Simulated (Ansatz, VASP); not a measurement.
One calculation of Al, two programs

Contents of POSCAR:

```
Al
1.0
   -1.6150869704      1.6150869704      1.6150869704
    1.6150869704     -1.6150869704      1.6150869704
    1.6150869704      1.6150869704     -1.6150869704
Al
1
Direct
    0.0000000000      0.0000000000      0.0000000000
```

The input INCAR.step1:

```
SYSTEM = Al
PREC = Accurate
ENCUT = 520
ISMEAR = 0
SIGMA = 0.15
LREAL = .False.
LASPH = .True.
NELM = 100
NBANDS = 8
GGA = PE
ALGO = Normal
EDIFF = 1E-4
LWAVE = .True.
LCHARG = .False.
```

INCAR.step2

```
SYSTEM = Al
PREC = Accurate
ENCUT = 520
EDIFF = 1E-7
ISMEAR = 0
SIGMA = 0.15
LREAL = .False.
LASPH = .True.
NELM = 100
ALGO = Normal
ISIF = 2
LWAVE = .False.
LCHARG = .True.
METAGGA = R2SCAN
LMIXTAU = .True.
LELF = .True.
LVHAR = .True.
NBANDS = 8
ISTART = 1
```

File KPOINTS:

```
regular mesh
0
Gamma
  20 20 20
  0 0 0
```

Input for Ansatz:

```yaml
crystal:
  lattice:
    - [-1.6150869704, 1.6150869704, 1.6150869704]
    - [1.6150869704, -1.6150869704, 1.6150869704]
    - [1.6150869704, 1.6150869704, -1.6150869704]
  atoms:
    - { symbol: Al, position: [0.0, 0.0, 0.0] }
basis:
  ecutwfc: 500
kpoints:
  mp_grid: { grid: [20, 20, 20] }
hamiltonian:
  xc: r2scan
scf:
  occupations: { method: gaussian, width: 0.15 }
output:
  forces: true
  stress: true
  eigenvalues: true
```

Change from the starting cell: strain +0.015 along x and y, +0.015 along z, atoms carried along.

Alike in both runs: task single point; functional r2SCAN; k mesh 20 × 20 × 20; occupations gaussian, width 0.15 eV; no spin polarisation.

|  | VASP | Ansatz |
| --- | --- | --- |
| version | VASP 6.6.1 | Ansatz 0.2.0 |
| potentials or method | VASP PAW PBE potentials, release 64 (Al), cutoff 520 eV | scalar-relativistic, plane waves, PAW |
| valence electrons in the cell | 3 | 3 |

|  | VASP | Ansatz | Ansatz less VASP |
| --- | --- | --- | --- |
| gap on the k mesh at the Fermi level (eV) | none | none | - |
| pressure (GPa) | -3.2 | -3.0 | +0.27 |

VASP's potentials were made for PBE, not for r2SCAN. A gap of «none» marks a metal or a gap that the smearing closes.
